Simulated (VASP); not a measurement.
# TePb (Pm-3m) in VASP: further runs

Aim: see how the results for TePb move with the level of theory and the settings. Levels: LDA, RPBE+D4. Tasks: single point.

Program: VASP 6.6.1. These are calculated values, not measurements. Logs are shortened: lines on timing, memory, paths and dates and some standing lists are left out, and cuts for length are marked.

### 1 The cell of the first run

The structure is cubic, space group Pm-3m (No. 221). Conventional cell: a = 4.002 Å, b = 4.002 Å, c = 4.002 Å, α = 90.00°, β = 90.00°, γ = 90.00°. Within 4.6 Å of Pb (site symmetry m-3m) lie 8 Te at 3.47 Å and 6 Pb at 4.00 Å. Te (site symmetry m-3m) has 8 Pb at 3.47 Å and 6 Te at 4.00 Å within 4.6 Å.

### 2 Single point, LDA

INCAR reads:

```
PREC = Accurate ; ENCUT = 520
EDIFF = 1E-6 ; ISMEAR = -1
SIGMA = 0.05 ; LREAL = False
LASPH = True ; NELM = 60
ALGO = Normal ; ISIF = 2
LWAVE = False ; LCHARG = False
NBANDS = 17
```

KPOINTS reads:

```
Automatic mesh
0
Gamma
  7 7 7
```

POSCAR reads:

```
TePb
1.0
    4.0022870000      0.0000000000      0.0000000000
    0.0000000000      4.0022870000      0.0000000000
    0.0000000000      0.0000000000      4.0022870000
Pb Te
1 1
Direct
    0.0000000000      0.0000000000      0.0000000000
    0.5000000000      0.5000000000      0.5000000000
```

Potentials or basis: VASP PAW LDA potentials, release 64 (Pb_d, Te).

Command:

```console
cat potpaw_LDA.64/Pb_d/POTCAR potpaw_LDA.64/Te/POTCAR > POTCAR
mpirun -np 1 vasp_std > vasp.out
```

OUTCAR:

```text
PREC = Accurate
   ENCUT = 520
   EDIFF = 1E-6
   ISMEAR = -1
   LREAL = False
   LASPH = True
   NELM = 60
   ISIF = 2

 ion  position               nearest neighbor table
   1  0.000  0.000  0.000-   2 3.47   2 3.47   2 3.47   2 3.47   2 3.47   2 3.47   2 3.47   2 3.47

   2  0.500  0.500  0.500-   1 3.47   1 3.47   1 3.47   1 3.47   1 3.47   1 3.47   1 3.47   1 3.47

  LATTYP: Found a simple cubic cell.
 ALAT       =     4.0022870000

  Lattice vectors:

 A1 = (   4.0022870000,   0.0000000000,   0.0000000000)
 A2 = (   0.0000000000,   4.0022870000,   0.0000000000)
 A3 = (   0.0000000000,   0.0000000000,   4.0022870000)

Analysis of symmetry for initial positions (statically):
=====================================================================
 Subroutine PRICEL returns:
 Original cell was already a primitive cell.

 Routine SETGRP: Setting up the symmetry group for a
 simple cubic supercell.

 Subroutine GETGRP returns: Found 48 space group operations
 (whereof 48 operations were pure point group operations)
 out of a pool of 48 trial point group operations.

The static configuration has the point symmetry O_h .

Analysis of symmetry for dynamics (positions and initial velocities):
=====================================================================
 Subroutine PRICEL returns:
 Original cell was already a primitive cell.

 Routine SETGRP: Setting up the symmetry group for a
 simple cubic supercell.

 Subroutine GETGRP returns: Found 48 space group operations
 (whereof 48 operations were pure point group operations)
 out of a pool of 48 trial point group operations.

The dynamic configuration has the point symmetry O_h .

 Subroutine INISYM returns: Found 48 space group operations
 (whereof 48 operations are pure point group operations),
 and found     1 'primitive' translations

----------------------------------------------------------------------------------------

                                     Primitive cell

  volume of cell :      64.1098

  direct lattice vectors                    reciprocal lattice vectors
     4.002287000  0.000000000  0.000000000     0.249857144  0.000000000  0.000000000
     0.000000000  4.002287000  0.000000000     0.000000000  0.249857144  0.000000000
     0.000000000  0.000000000  4.002287000     0.000000000  0.000000000  0.249857144

[... 73 lines left out ...]
   LNONCOLLINEAR =      F non collinear calculations
   LSORBIT =      F    spin-orbit coupling
   LASPH  =      T    aspherical Exc in radial PAW
   ENCUT  =  520.0 eV  38.22 Ry    6.18 a.u.   7.44  7.44  7.44*2*pi/ulx,y,z
   NELM   =     60;   NELMIN=  2; NELMDL= -5     # of ELM steps
   EDIFF  = 0.1E-05   stopping-criterion for ELM
   LREAL  =      F    real-space projection
   EDIFFG = 0.1E-04   stopping-criterion for IOM
   NSW    =      0    number of steps for IOM
   IBRION =     -1    ionic relax: 0-MD 1-quasi-New 2-CG
   NFREE  =      0    steps in history (QN), initial steepest desc. (CG)
   ISIF   =      2    stress and relaxation
   ISYM   =      2    0-nonsym 1-usesym 2-fastsym
   POTIM  = 0.5000    time-step for ionic-motion
   TEBEG  =    0.0;   TEEND  =   0.0 temperature during run
   PSTRESS=    0.0 pullay stress
   NELECT =      20.0000    total number of electrons
   NUPDOWN=      -1.0000    fix difference up-down
   EMIN   =  10.00;   EMAX   =-10.00  energy-range for DOS
   EFERMI =   0.00;   METHOD = LEGACY
   ISMEAR =    -1;   SIGMA  =   0.05  broadening in eV -4-tet -1-fermi 0-gaus
   EFERMI_NEDOS =   21; number of points for ismear=-14 and -15
   IALGO  =     38    algorithm
   IMIX   =      4    mixing-type and parameters
     AMIX     =   0.40;   BMIX     =  1.00
     AMIX_MAG =   1.60;   BMIX_MAG =  1.00
  volume/ion in A,a.u.               =      32.05       216.32
  Fermi-wavevector in a.u.,A,eV,Ry     =   1.110307  2.098177 16.773027  1.232783
  Thomas-Fermi vector in A             =   2.246857
   LORBIT       =      0    0 simple, 1 ext, 2 COOP (PROOUT), +10 PAW based schemes
   GGA     = CA    functional components
   LHFCALC =     F    Hartree Fock is set to
   AEXX    =    0.0000 exact exchange contribution
   IVDW    =     0    specifies the selected vdW correction
   LEPSILON=     F    determine dielectric tensor
   LRPA    =     F    only Hartree local field effects (RPA)
 non-spin polarized calculation
  energy-cutoff  :      520.00
  volume of cell :       64.11
 maximum number of plane-waves:      1751
 NGX is ok and might be reduce to    30
   NGX = 15   NGY = 15   NGZ = 15

 number of electron      20.0000009 magnetization

 Free energy of the ion-electron system (eV)
  ---------------------------------------------------
  ext. energy  EPLUGINS =         0.00000000
  ---------------------------------------------------
  free energy    TOTEN  =        -8.29801198 eV

  energy without entropy =       -8.28338895  energy(sigma->0) =       -8.29070046

 E-fermi :   6.1517     XC(G=0):  -9.9288

 val. band max:        6.0976120906   @ k =   0.1429   0.1429   0.1429
 cond. band min:       6.1576288023   @ k =   0.4286   0.4286   0.2857
 fundamental gap:      0.0600167117
 Fermi energy:         6.1516881782

 k-point     1 :       0.0000    0.0000    0.0000
  band No.  band energies     occupation
      1     -10.8958      2.00000
      2     -10.8958      2.00000
      3     -10.8139      2.00000
      4     -10.8139      2.00000
      5     -10.8139      2.00000
      6      -6.0172      2.00000
[... 377 lines left out ...]
      4     -10.7865      2.00000
      5     -10.7865      2.00000
      6      -3.6650      2.00000
[... 9 lines left out ...]
     16      18.5241      0.00000
     17      20.4851      0.00000

------------------------ aborting loop because EDIFF is reached ----------------------------------------

  FORCE on cell =-STRESS in cart. coord.  units (eV):
  Direction    XX          YY          ZZ          XY          YZ          ZX
  --------------------------------------------------------------------------------------
  -------------------------------------------------------------------------------------
  Total       -1.5829409     -1.5829409     -1.5829409     -0.0000000     -0.0000000      0.0000000
  in kB      -39.5594828    -39.5594828    -39.5594828     -0.0000000     -0.0000000      0.0000000
  external PRESSURE =     -39.5594828 kB  Pullay stress =       0.0000000 kB

 VOLUME and BASIS-vectors are now :
 -----------------------------------------------------------------------------
  energy-cutoff  :      520.00
  volume of cell :       64.11
      direct lattice vectors                 reciprocal lattice vectors
     4.002287000  0.000000000  0.000000000     0.249857144  0.000000000  0.000000000
     0.000000000  4.002287000  0.000000000     0.000000000  0.249857144  0.000000000
     0.000000000  0.000000000  4.002287000     0.000000000  0.000000000  0.249857144

 POSITION                                       TOTAL-FORCE (eV/Angst)
 -----------------------------------------------------------------------------------
      0.00000      0.00000      0.00000         0.000000      0.000000      0.000000
      2.00114      2.00114      2.00114         0.000000      0.000000      0.000000
 -----------------------------------------------------------------------------------
    total drift:                               -0.000000     -0.000000     -0.000000

  FREE ENERGIE OF THE ION-ELECTRON SYSTEM (eV)
  ---------------------------------------------------
  free  energy   TOTEN  =        -8.2980119756 eV

  energy  without entropy=       -8.2833889532  energy(sigma->0) =       -8.29070046
```

stdout:

```text
POSCAR found type information on POSCAR PbTe
 POSCAR found :  2 types and       2 ions
 scaLAPACK will be used
 LDA part: xc-table for (Slater(with rela. corr.)+CA(PZ))
 , standard interpolation
 POSCAR, INCAR and KPOINTS ok, starting setup
 FFT: planning ... GRIDC
 FFT: planning ... GRID_SOFT
 FFT: planning ... GRID
 WAVECAR not read
 entering main loop
```

Run time: 28 s. Hardware: 1 thread of AMD EPYC, shared host; peak memory 0.12 GiB.

Results:

```
Free energy            : -8.2980 eV
Pressure               : -4.0 GPa
Band gap on the k mesh : zero (band 10 reaches 6.35 eV, above the bottom of band 11 at 5.52 eV)
```

Levels at points of the mesh, in eV from the Fermi level:
```tsv
k point	band 8	band 9	band 10	band 11	band 12	band 13
(0.00, 0.00, 0.00)	-1.55	-1.55	-1.55	4.05	4.05	5.17
```

Caveat: spin-orbit coupling is left out, which moves the levels of the heavy elements.

### 3 Single point, RPBE+D4

This run uses another cell than the first one, of 32.47 Å³/atom, 1.013 times its volume.

INCAR reads:

```
SYSTEM = TePb
PREC     = Accurate       ! precision mode
ENCUT    = 520            ! plane-wave cutoff, eV
EDIFF    = 1E-7           ! SCF threshold, eV
ISMEAR   = -1             ! smearing method
SIGMA    = 0.05           ! smearing width, eV
LREAL    = .FALSE.        ! projectors in reciprocal space
LASPH    = .TRUE.         ! aspherical terms in the spheres
NELM     = 100            ! most SCF steps
ALGO     = Normal         ! electronic algorithm
ISIF     = 2              ! what is computed and relaxed
LWAVE    = .FALSE.        ! write WAVECAR
LCHARG   = .TRUE.         ! write CHGCAR
GGA      = RP             ! functional
IVDW     = 13             ! dispersion correction
LELF     = .TRUE.         ! ELF
LVHAR    = .TRUE.       
NBANDS   = 17             ! bands
```

KPOINTS reads:

```
regular mesh
0
G
  7 7 7
  0 0 0
```

POSCAR reads:

```
TePb
1.0
    4.0194752073      0.0000000000      0.0000000000
    0.0000000000      4.0194752073      0.0000000000
    0.0000000000      0.0000000000      4.0194752073
Pb Te
1 1
Direct
    0.0000000000      0.0000000000      0.0000000000
    0.5000000000      0.5000000000      0.5000000000
```

Potentials or basis: VASP PAW PBE potentials, release 64 (Pb_d, Te).

Command:

```console
cat potpaw_PBE.64/Pb_d/POTCAR potpaw_PBE.64/Te/POTCAR > POTCAR
mpirun -np 1 vasp_std > vasp.out
```

OUTCAR:

```text
SYSTEM = TePb
   PREC = Accurate
   ENCUT = 520
   EDIFF = 1E-7
   ISMEAR = -1
   LREAL = .FALSE.
   LASPH = .TRUE.
   NELM = 100
   ISIF = 2
   GGA = RP
   IVDW = 13

 ion  position               nearest neighbor table
   1  0.000  0.000  0.000-   2 3.48   2 3.48   2 3.48   2 3.48   2 3.48   2 3.48   2 3.48   2 3.48

   2  0.500  0.500  0.500-   1 3.48   1 3.48   1 3.48   1 3.48   1 3.48   1 3.48   1 3.48   1 3.48

  LATTYP: Found a simple cubic cell.
 ALAT       =     4.0194752073

  Lattice vectors:

 A1 = (   4.0194752073,   0.0000000000,   0.0000000000)
 A2 = (   0.0000000000,   4.0194752073,   0.0000000000)
 A3 = (   0.0000000000,   0.0000000000,   4.0194752073)

Analysis of symmetry for initial positions (statically):
=====================================================================
 Subroutine PRICEL returns:
 Original cell was already a primitive cell.

 Routine SETGRP: Setting up the symmetry group for a
 simple cubic supercell.

 Subroutine GETGRP returns: Found 48 space group operations
 (whereof 48 operations were pure point group operations)
 out of a pool of 48 trial point group operations.

The static configuration has the point symmetry O_h .

Analysis of symmetry for dynamics (positions and initial velocities):
=====================================================================
 Subroutine PRICEL returns:
 Original cell was already a primitive cell.

 Routine SETGRP: Setting up the symmetry group for a
 simple cubic supercell.

 Subroutine GETGRP returns: Found 48 space group operations
 (whereof 48 operations were pure point group operations)
 out of a pool of 48 trial point group operations.

The dynamic configuration has the point symmetry O_h .

 Subroutine INISYM returns: Found 48 space group operations
 (whereof 48 operations are pure point group operations),
 and found     1 'primitive' translations

----------------------------------------------------------------------------------------

[... 106 lines left out ...]
     AMIX     =   0.40;   BMIX     =  1.00
     AMIX_MAG =   1.60;   BMIX_MAG =  1.00
  volume/ion in A,a.u.               =      32.47       219.12
  Fermi-wavevector in a.u.,A,eV,Ry     =   1.105560  2.089205 16.629883  1.222262
  Thomas-Fermi vector in A             =   2.242048
   LORBIT       =      0    0 simple, 1 ext, 2 COOP (PROOUT), +10 PAW based schemes
   GGA     = RP    functional components
   LHFCALC =     F    Hartree Fock is set to
   AEXX    =    0.0000 exact exchange contribution
   IVDW    =    13    specifies the selected vdW correction
   LEPSILON=     F    determine dielectric tensor
   LRPA    =     F    only Hartree local field effects (RPA)
 non-spin polarized calculation
  energy-cutoff  :      520.00
  volume of cell :       64.94
 maximum number of plane-waves:      1767
 NGX is ok and might be reduce to    30
   NGX = 15   NGY = 15   NGZ = 15

 number of electron      20.0000012 magnetization

 Free energy of the ion-electron system (eV)
  ---------------------------------------------------
  ext. energy  EPLUGINS =         0.00000000
  ---------------------------------------------------
  free energy    TOTEN  =        -6.33764125 eV

  energy without entropy =       -6.32563028  energy(sigma->0) =       -6.33163576

 E-fermi :   6.3742     XC(G=0):  -9.5223

 val. band max:        6.3583736313   @ k =   0.4286   0.2857   0.0000
 cond. band min:       6.4280076663   @ k =   0.4286   0.4286   0.2857
 fundamental gap:      0.0696340350
 Fermi energy:         6.3742363326

 k-point     1 :       0.0000    0.0000    0.0000
  band No.  band energies     occupation
      1     -10.9005      2.00000
      2     -10.9005      2.00000
      3     -10.8199      2.00000
      4     -10.8199      2.00000
      5     -10.8199      2.00000
      6      -5.6978      2.00000
[... 377 lines left out ...]
      4     -10.8008      2.00000
      5     -10.8008      2.00000
      6      -3.3761      2.00000
[... 9 lines left out ...]
     16      18.6939      0.00000
     17      20.6474      0.00000

------------------------ aborting loop because EDIFF is reached ----------------------------------------

  DFT-D4 for vdW energy calculation

  Edisp (eV):   -1.75897

  FORCE on cell =-STRESS in cart. coord.  units (eV):
  Direction    XX          YY          ZZ          XY          YZ          ZX
  --------------------------------------------------------------------------------------
  -------------------------------------------------------------------------------------
  Total      -0.03623    -0.03623    -0.03623    -0.00000    -0.00000     0.00000
  in kB      -0.89395    -0.89395    -0.89395    -0.00000    -0.00000     0.00000
  external pressure =       -0.89 kB  Pullay stress =        0.00 kB

 VOLUME and BASIS-vectors are now :
 -----------------------------------------------------------------------------
  energy-cutoff  :      520.00
  volume of cell :       64.94
      direct lattice vectors                 reciprocal lattice vectors
     4.019475207  0.000000000  0.000000000     0.248788697  0.000000000  0.000000000
     0.000000000  4.019475207  0.000000000     0.000000000  0.248788697  0.000000000
     0.000000000  0.000000000  4.019475207     0.000000000  0.000000000  0.248788697

 POSITION                                       TOTAL-FORCE (eV/Angst)
 -----------------------------------------------------------------------------------
      0.00000      0.00000      0.00000         0.000000      0.000000      0.000000
      2.00974      2.00974      2.00974         0.000000      0.000000      0.000000
 -----------------------------------------------------------------------------------
    total drift:                               -0.000000     -0.000000     -0.000000

  FREE ENERGIE OF THE ION-ELECTRON SYSTEM (eV)
  ---------------------------------------------------
  free  energy   TOTEN  =        -8.0966125288 eV

  energy  without entropy=       -8.0846015562  energy(sigma->0) =       -8.09060704
```

OSZICAR:

```text
N       E                     dE             d eps       ncg     rms          rms(c)
DAV:   1     0.150318034741E+03    0.15032E+03   -0.91226E+03   680   0.114E+03
DAV:   2     0.341336793038E+01   -0.14690E+03   -0.14259E+03   730   0.290E+02
DAV:   3    -0.628219517446E+01   -0.96956E+01   -0.95755E+01   869   0.808E+01
DAV:   4    -0.654418781162E+01   -0.26199E+00   -0.26182E+00   927   0.144E+01
DAV:   5    -0.655242176297E+01   -0.82340E-02   -0.82338E-02   947   0.231E+00    0.348E+00
DAV:   6    -0.634080974893E+01    0.21161E+00   -0.46931E-01   959   0.428E+00    0.225E+00
DAV:   7    -0.633726325769E+01    0.35465E-02   -0.96310E-02   871   0.138E+00    0.102E+00
DAV:   8    -0.634086013451E+01   -0.35969E-02   -0.32182E-02   882   0.141E+00    0.266E-01
DAV:   9    -0.633876715748E+01    0.20930E-02   -0.26534E-02   951   0.998E-01    0.150E-01
DAV:  10    -0.633761697134E+01    0.11502E-02   -0.31444E-03   881   0.365E-01    0.514E-02
DAV:  11    -0.633768128257E+01   -0.64311E-04   -0.65305E-04   808   0.138E-01    0.389E-02
DAV:  12    -0.633766042778E+01    0.20855E-04   -0.50699E-05   797   0.349E-02    0.417E-02
DAV:  13    -0.633764435917E+01    0.16069E-04   -0.22330E-05   889   0.276E-02    0.246E-02
DAV:  14    -0.633764070082E+01    0.36583E-05   -0.15414E-05   876   0.215E-02    0.233E-03
DAV:  15    -0.633764099902E+01   -0.29820E-06   -0.97830E-07   806   0.435E-03    0.219E-03
DAV:  16    -0.633764119692E+01   -0.19789E-06   -0.12340E-08   400   0.120E-03    0.103E-03
DAV:  17    -0.633764124994E+01   -0.53027E-07   -0.34185E-08   391   0.106E-03
   1 F= -.80966125E+01 E0= -.80906070E+01  d E =-.120110E-01
```

Wall time 43 s (1 thread of AMD EPYC, shared host); peak memory 0.15 GiB.

What came out:

- Free energy: -8.0966 eV
- Pressure: -0.1 GPa
- Band gap on the k mesh: zero (band 10 reaches 6.53 eV, above the bottom of band 11 at 5.80 eV)
- Dispersion energy per atom: -0.879 eV

Caveat: the PAW data sets were made with another functional, which shifts forces and pressure a little; spin-orbit coupling is left out, which moves the levels of the heavy elements; pairwise dispersion overbinds metals, which lowers pressure and volume.
